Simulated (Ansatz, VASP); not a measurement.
# Li4Ru: VASP beside Ansatz

Contents of INCAR:

```
  PREC = Accurate
  ENCUT = 520
  EDIFF = 1E-7
  ISMEAR = 0
  SIGMA = 0.1
  LREAL = F
  LASPH = T
  NELM = 100
  ALGO = Normal
  ISIF = 2
  LWAVE = F
  LCHARG = F
  GGA = PE
  NBANDS = 21
```

KPOINTS

```
regular mesh
0
Gamma
  6 6 6
```

The input POSCAR:

```
Li4Ru
1.0
   -2.7404861400      2.7404861400      1.7085306100
    2.7404861400     -2.7404861400      1.7085306100
    2.7404861400      2.7404861400     -1.7085306100
Li Ru
4 1
Direct
    0.6000000200      0.2000000000      0.8000000100
    0.8000000000      0.6000000200      0.4000000200
    0.3999999800      0.8000000000      0.1999999900
    0.2000000000      0.3999999800      0.5999999800
    0.0000000000      0.0000000000      0.0000000000
```

Input for Ansatz:

```yaml
crystal:
  lattice:
    - [-2.74048614, 2.74048614, 1.70853061]
    - [2.74048614, -2.74048614, 1.70853061]
    - [2.74048614, 2.74048614, -1.70853061]
  atoms:
    - { symbol: Li, position: [0.60000002, 0.2, 0.80000001] }
    - { symbol: Li, position: [0.8, 0.60000002, 0.40000002] }
    - { symbol: Li, position: [0.39999998, 0.8, 0.19999999] }
    - { symbol: Li, position: [0.2, 0.39999998, 0.59999998] }
    - { symbol: Ru, position: [0.0, 0.0, 0.0] }
basis:
  ecutwfc: 420
kpoints:
  mp_grid: { grid: [6, 6, 6] }
hamiltonian:
  xc: pbe
scf:
  occupations: { method: gaussian, width: 0.1 }
  lower_state_search: "off"
output:
  forces: true
  stress: true
  eigenvalues: true
```

Change from the starting cell: species swapped into the LuAg4 type (I4/m, No. 87).

Alike in both runs: task single point; functional PBE; k mesh 6 × 6 × 6; occupations gaussian, width 0.1 eV; no spin polarisation.

|  | VASP | Ansatz |
| --- | --- | --- |
| version | VASP 6.6.1 | Ansatz 0.2.0 |
| potentials or method | VASP PAW PBE potentials, release 64 (Li_sv, Ru_pv), cutoff 520 eV | scalar-relativistic, plane waves, PAW |
| valence electrons in the cell | 26 | 28 |

```tsv
	VASP	Ansatz	Ansatz less VASP
gap on the k mesh at the Fermi level (eV)	none	none	-
rms of the force components (eV/Å)	0.046	0.052	+0.0052
```

Atom by atom the forces differ by 0.005 eV/Å (rms over components). A gap of «none» marks a metal or a gap that the smearing closes. VASP's potentials hold 26 valence electrons a cell and Ansatz's 28, so a difference there can come from the potentials and not from the codes.

The k mesh is coarse, so the values compare programs but aren't converged. Noted on VASP's run: the cutoff is short for stress, so the pressure is rough.
